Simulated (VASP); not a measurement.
Here is a VASP 6.6.1 calculation.

INCAR

```
SYSTEM = MgB2
PREC = Accurate ; ENCUT = 520
EDIFF = 1E-8 ; ISMEAR = -1
SIGMA = 0.05 ; LREAL = .False.
LASPH = .True. ; NELM = 80
ALGO = Normal ; ISIF = 2
LWAVE = .False. ; LCHARG = .False.
LEFG = .True. ; NBANDS = 11
```

The input KPOINTS:

```
Automatic mesh
0
Gamma
  17 17 13
  0 0 0
```

Contents of POSCAR:

```
MgB2
1.0
    3.0850000000      0.0000000000      0.0000000000
   -1.5425000000      2.6716883707      0.0000000000
    0.0000000000      0.0000000000      3.5230000000
Mg B
1 2
Direct
    0.0000000000      0.0000000000      0.0000000000
    0.3333333333      0.6666666667      0.5000000000
    0.6666666667      0.3333333333      0.5000000000
```

Potentials or basis: VASP PAW LDA potentials, release 64 (Mg, B).

Run with:

```sh
$ cat potpaw_LDA.64/Mg/POTCAR potpaw_LDA.64/B/POTCAR > POTCAR
$ mpirun -np 1 vasp_std > vasp.out
```

What does it give for the band gap on the k mesh?

Zero (bands 4 and 5 overlap by 3.08 eV).

Estimate the pressure.

-8.2 GPa.

Electric field gradients, principal values (V/Å²):
```csv
atom,least,middle,greatest (by size)
1 Mg,0.283,0.283,-0.566
2 B,-9.835,-9.835,19.669
3 B,-9.835,-9.835,19.669
```

Caveat: the cell stands under tension; without QUAD_EFG the Cq values of the log hold for a quadrupole moment of 1 mb, not for the nuclei.
